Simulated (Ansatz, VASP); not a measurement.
## One calculation of KMgF3, two programs

```
K Mg F
1.0
     3.55121    0.00000    0.00000
     0.00000    3.55121    0.00000
     0.00000    0.00000    5.02141
K Mg F
1 1 3
Direct
  0.50000 0.50000 0.50000
  0.00000 0.00000 0.00000
  0.50000 0.00000 0.00000
  0.00000 0.50000 0.00000
  0.00000 0.00000 0.50000
```

Alike in both runs: task single point; functional PBE; k mesh 6 × 6 × 6; occupations gaussian, width 0.05 eV; no spin polarisation.

```csv
,VASP,Ansatz
version,VASP 6.6.1,Ansatz 0.2.0
potentials or method,"VASP PAW PBE potentials, release 64 (K_sv, Mg, F), cutoff 520 eV","scalar-relativistic, plane waves, PAW"
valence electrons in the cell,32,40
```

|  | VASP | Ansatz | Ansatz less VASP |
| --- | --- | --- | --- |
| gap on the k mesh at the Fermi level (eV) | 6.65 | 6.68 | +0.031 |
| least direct gap on the mesh (eV) | 6.99 | 7.02 | +0.029 |
| pressure (GPa) | 17.5 | 17.6 | +0.09 |
| traceless stress, the component that is largest in VASP (GPa) | -22.41 | -22.10 | +0.312 |

With one functional, cell and mesh, what is left measures potentials, basis and numerics. VASP's potentials hold 32 valence electrons a cell and Ansatz's 40, so a difference there can come from the potentials and not from the codes.
